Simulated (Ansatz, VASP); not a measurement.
# S in VASP and in Ansatz

POSCAR

```
S
1.0
    1.7933131876      1.0353698516      8.6669701098
   -1.7933131876      1.0353698516      8.6669701098
    0.0000000000     -2.0707397033      8.6669701098
S
3
Direct
    0.0000000000      0.0000000000      0.0000000000
    0.2222200000      0.2222200000      0.2222200000
    0.7777800000      0.7777800000      0.7777800000
```

File INCAR.step1:

```
SYSTEM = S
PREC = Accurate
ENCUT = 520
ISMEAR = 0
SIGMA = 0.1
LREAL = .FALSE.
LASPH = .TRUE.
NELM = 100
NBANDS = 16
GGA = PE
ALGO = Normal
EDIFF = 1E-4
LWAVE = .TRUE.
LCHARG = .FALSE.
```

INCAR.step2

```
SYSTEM = S
PREC = Accurate
ENCUT = 520
EDIFF = 1E-7
ISMEAR = 0
SIGMA = 0.1
LREAL = .FALSE.
LASPH = .TRUE.
NELM = 100
ALGO = Normal
ISIF = 2
LWAVE = .FALSE.
LCHARG = .FALSE.
METAGGA = R2SCAN
LMIXTAU = .TRUE.
NBANDS = 16
ISTART = 1
```

The input KPOINTS:

```
regular mesh
0
G
  6 6 6
  0 0 0
```

Input for Ansatz:

```yaml
crystal:
  lattice:
    - [1.7933131876, 1.0353698516, 8.6669701098]
    - [-1.7933131876, 1.0353698516, 8.6669701098]
    - [0.0, -2.0707397033, 8.6669701098]
  atoms:
    - { symbol: S, position: [0.0, 0.0, 0.0] }
    - { symbol: S, position: [0.22222, 0.22222, 0.22222] }
    - { symbol: S, position: [0.77778, 0.77778, 0.77778] }
basis:
  ecutwfc: 500
kpoints:
  mp_grid: { grid: [6, 6, 6] }
hamiltonian:
  xc: r2scan
scf:
  occupations: { method: gaussian, width: 0.1 }
  lower_state_search: "off"
output:
  forces: true
  stress: true
  eigenvalues: true
```

Alike in both runs: task single point; functional r2SCAN; k mesh 6 × 6 × 6; occupations gaussian, width 0.1 eV; no spin polarisation.

|  | VASP | Ansatz |
| --- | --- | --- |
| version | VASP 6.6.1 | Ansatz 0.2.0 |
| potentials or method | VASP PAW PBE potentials, release 64 (S), cutoff 520 eV | scalar-relativistic, plane waves, PAW |
| valence electrons in the cell | 18 | 18 |

```tsv
	VASP	Ansatz	Ansatz less VASP
gap on the k mesh at the Fermi level (eV)	none	none	-
pressure (GPa)	-11.4	-11.4	+0.03
traceless stress, the component that is largest in VASP (GPa)	-1.88	-1.88	-0.001
rms of the force components (eV/Å)	0.010	0.010	0.0000
```

VASP's potentials were made for PBE, not for r2SCAN. Atom by atom the forces differ by 0.000 eV/Å (rms over components). A gap of «none» marks a metal or a gap that the smearing closes. The functional is the same, so the differences come from potentials, cutoffs and numerics.
